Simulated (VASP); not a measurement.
Write the native input for VASP 6.6.1 that does the following.

```yaml
Task: single point
Functional: PBEsol
Potentials_or_basis: VASP PAW PBE potentials, release 64 (Au)
Cutoff: 520 eV
k_mesh: 18 × 18 × 10
Occupations: gaussian, width 0.15 eV
Spin: no spin polarisation
Dipole_correction: no
Further_INCAR_settings: ALGO = Fast; EDIFF = 1e-07; NBANDS = 18
```

The structure of Au lies in POSCAR:

```
Au
1.0
    2.8999984104      0.0000000000      0.0000000000
   -1.4499992052      2.5114722944      0.0000000000
    0.0000000000      0.0000000000      4.8800000000
Au
2
Direct
    0.3134246924      0.6268493849      0.7500000000
    0.6666666667      0.3333333333      0.2500000000
```

This cell differs from its parent crystal: atom 1 (Au) moved by (-0.100, +0.000) A along y and z.

The input as run:

INCAR

```
SYSTEM = Au
PREC = Accurate ; ENCUT = 520
EDIFF = 1E-7 ; ISMEAR = 0
SIGMA = 0.15 ; LREAL = .FALSE.
LASPH = .TRUE. ; NELM = 80
ALGO = Fast ; ISIF = 2
LWAVE = .FALSE. ; LCHARG = .FALSE.
GGA = PS ; NBANDS = 18
```

KPOINTS

```
Automatic mesh
0
G
  18 18 10
  0 0 0
```

Potentials or basis: VASP PAW PBE potentials, release 64 (Au).

Run with:

```sh
$ cat potpaw_PBE.64/Au/POTCAR > POTCAR
$ mpirun -np 1 vasp_std > vasp.out
```

Results of the run:

```
Pressure               : -6.6 GPa
Largest force          : 0.023 eV/Å
Band gap on the k mesh : zero (band 11 reaches 12.60 eV, above the bottom of band 12 at 6.07 eV)
```

Caveat: the cell differs from its parent crystal (atom 1 (Au) moved by (-0.100, +0.000) A along y and z); the PAW data sets were made with another functional, which shifts forces and pressure a little; spin-orbit coupling is left out, which moves the levels of the heavy elements.

It took 110 s on 1 thread of Intel(R) Xeon(R) 6975P-C (Granite Rapids) (shared host), peak memory 0.38 GiB.
